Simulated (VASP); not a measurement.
BaS, 4 atoms in the cell. Symmetry: P6_3/mmc, No. 194, hexagonal system. Conventional cell: a = 5.382 Å, b = 5.382 Å, c = 6.383 Å, α = 90.00°, β = 90.00°, γ = 120.00°. Ba (site symmetry -6m2) has 5 S at 3.11 to 3.19 Å within 4.1 Å. Within 4.1 Å of S (site symmetry -6m2) lie 5 Ba at 3.11 to 3.19 Å. 

- Program: VASP 6.6.1
- Task: single point
- Functional: PBE
- Potentials or basis: VASP PAW PBE potentials, release 64 (Ba_sv, S)
- Cutoff: 520 eV
- k mesh: 6 × 6 × 4
- Occupations: fermi-dirac, width 0.02 eV
- Spin: no spin polarisation
- Dipole correction: no
- Further INCAR settings: ALGO = Normal; EDIFF = 1e-06; NBANDS = 24

Potentials or basis: VASP PAW PBE potentials, release 64 (Ba_sv, S).

Command:

```bash
$ cat potpaw_PBE.64/Ba_sv/POTCAR potpaw_PBE.64/S/POTCAR > POTCAR
$ mpirun -np 1 vasp_std > vasp.out
```

Hardware: 1 thread of Oxide Virtual Turin-like Processor (shared host).

**Question.** Estimate the wall time of this run.

**Answer.** It took 83 s on 1 thread of Oxide Virtual Turin-like Processor, with other jobs on the host, peak memory 0.25 GiB. Counts: scf iterations 15, k points 21.
